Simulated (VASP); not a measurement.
Wanted: the native input for a VASP 6.6.1 run.

- Task: single point
- Functional: PBE
- Potentials or basis: VASP PAW PBE potentials, release 64 (Zr_sv, N)
- Cutoff: 520 eV
- k mesh: 9 × 9 × 9
- Occupations: fermi-dirac, width 0.01 eV
- Spin: no spin polarisation
- Dipole correction: no
- k mesh for the DOS: 14 × 14 × 14
- Occupations for the DOS: tetrahedron
- Further INCAR settings: ALGO = Normal; EDIFF = 1e-06; NBANDS = 16

Crystal: ZrN.

```
Zr N
1.0
     0.00000    2.28423    2.28423
     2.28423    0.00000    2.28423
     2.28423    2.28423    0.00000
Zr N
1 1
Cartesian
  0.0000 0.0000 0.0000
  2.2842 2.2842 2.2842
```

The input as run:

POSCAR

```
ZrN
1.0
    0.0000000000      2.2842300000      2.2842300000
    2.2842300000      0.0000000000      2.2842300000
    2.2842300000      2.2842300000      0.0000000000
Zr N
1 1
Direct
    0.0000000000      0.0000000000      0.0000000000
    0.5000000000      0.5000000000      0.5000000000
```

INCAR.step1

```
PREC     = Accurate       # precision mode
ENCUT    = 520            # plane-wave cutoff, eV
EDIFF    = 1E-6           # SCF threshold, eV
ISMEAR   = -1             # smearing method
SIGMA    = 0.01           # smearing width, eV
LREAL    = F              # projectors in reciprocal space
LASPH    = T              # aspherical terms in the spheres
NELM     = 120            # most SCF steps
ALGO     = Normal         # electronic algorithm
ISIF     = 2              # what is computed and relaxed
LWAVE    = F              # write WAVECAR
LCHARG   = T              # write CHGCAR
LMAXMIX  = 4              # l up to which the mixer works
GGA      = PE             # functional
NBANDS   = 16             # bands
GGA_COMPAT= F            
NEDOS    = 2001           # points of the DOS
LORBIT   = 11             # projections on sites
```

KPOINTS.step1

```
Automatic mesh
0
Gamma
  9 9 9
```

INCAR.step2

```
PREC     = Accurate       # precision mode
ENCUT    = 520            # plane-wave cutoff, eV
EDIFF    = 1E-6           # SCF threshold, eV
ISMEAR   = -5             # smearing method
SIGMA    = 0.01           # smearing width, eV
LREAL    = F              # projectors in reciprocal space
LASPH    = T              # aspherical terms in the spheres
NELM     = 120            # most SCF steps
ALGO     = Normal         # electronic algorithm
ISIF     = 2              # what is computed and relaxed
LWAVE    = F              # write WAVECAR
LCHARG   = F              # write CHGCAR
LMAXMIX  = 4              # l up to which the mixer works
GGA      = PE             # functional
LORBIT   = 10             # projections on sites
NBANDS   = 16             # bands
NEDOS    = 2001           # points of the DOS
ICHARG   = 11             # starting density
GGA_COMPAT= F
```

KPOINTS.step2

```
Automatic mesh
0
Gamma
  14 14 14
```

Potentials or basis: VASP PAW PBE potentials, release 64 (Zr_sv, N).

Launch:

```sh
$ cat potpaw_PBE.64/Zr_sv/POTCAR potpaw_PBE.64/N/POTCAR > POTCAR
$ cp INCAR.step1 INCAR
$ cp KPOINTS.step1 KPOINTS
$ mpirun -np 1 vasp_std > vasp.out
$ cp INCAR.step2 INCAR
$ cp KPOINTS.step2 KPOINTS
$ mpirun -np 1 vasp_std > vasp.out
```

It gave:

```
Valence electrons inside the program's atomic spheres : Zr 9.88; N 3.73
```

Wall time 11 s on 1 thread of Intel(R) Xeon(R) 6975P-C (Granite Rapids), with other jobs on the host, peak memory 0.16 GiB.
